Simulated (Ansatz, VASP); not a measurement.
**One calculation of Hf, two programs**

The input INCAR:

```
PREC = Accurate
ENCUT = 520
EDIFF = 1E-7
ISMEAR = -1
SIGMA = 0.1
LREAL = F
LASPH = T
NELM = 80
ALGO = Normal
ISIF = 2
LWAVE = F
LCHARG = T
GGA = RE
LELF = T
LVHAR = T
NBANDS = 22
```

File KPOINTS:

```
Automatic mesh
0
Gamma
  8 8 11
```

File POSCAR:

```
Hf
1.0
    5.2216360486      0.0000000000      0.0000000000
   -2.6108180243      4.5220694674      0.0000000000
    0.0000000000      0.0000000000      3.2397952271
Hf
3
Direct
    1.0000000000      1.0000000000      0.0000000000
    0.3333333333      0.6666666667      0.5000000000
    0.6666666667      0.3333333333      0.5000000000
```

Input for Ansatz:

```yaml
crystal:
  lattice:
    - [5.2216360486, 0.0, 0.0]
    - [-2.6108180243, 4.5220694674, 0.0]
    - [0.0, 0.0, 3.2397952271]
  atoms:
    - { symbol: Hf, position: [1.0, 1.0, 0.0] }
    - { symbol: Hf, position: [0.3333333333, 0.6666666667, 0.5] }
    - { symbol: Hf, position: [0.6666666667, 0.3333333333, 0.5] }
hamiltonian:
  xc: revpbe
  pseudopotentials:
    kind: paw
    azcp:
      Hf: "pseudopotentials/Hf.paw.azcp"
basis:
  ecutwfc: 420
  fft_grid_basis: typed
kpoints:
  mp_grid: { grid: [8, 8, 11], shift: [0, 0, 0] }
magnetization:
  spin_polarized: false
scf:
  occupations: { method: fermi_dirac, width: 0.1 }
  lower_state_search: "off"
output:
  stress: true
  write_density: true
  write_potential: true
  elf: true
  volumetric_format: npy
```

Alike in both runs: task single point; functional revPBE; k mesh 8 × 8 × 11; occupations fermi-dirac, width 0.1 eV; no spin polarisation.

|  | VASP | Ansatz |
| --- | --- | --- |
| version | VASP 6.6.1 | Ansatz 0.2.0 |
| potentials or method | VASP PAW PBE potentials, release 64 (Hf_pv), cutoff 520 eV | plane waves (420 eV) with PAW, scalar-relativistic |
| valence electrons in the cell | 30 | 78 |

```tsv
	VASP	Ansatz	Ansatz less VASP
pressure (GPa)	-9.8	-9.4	+0.41
traceless stress, the component that is largest in VASP (GPa)	0.09	0.02	-0.070
```

VASP's potentials were made for PBE, not for revPBE. VASP's potentials hold 30 valence electrons a cell and Ansatz's 78, so a difference there can come from the potentials and not from the codes.

Neither program's run includes spin-orbit coupling.
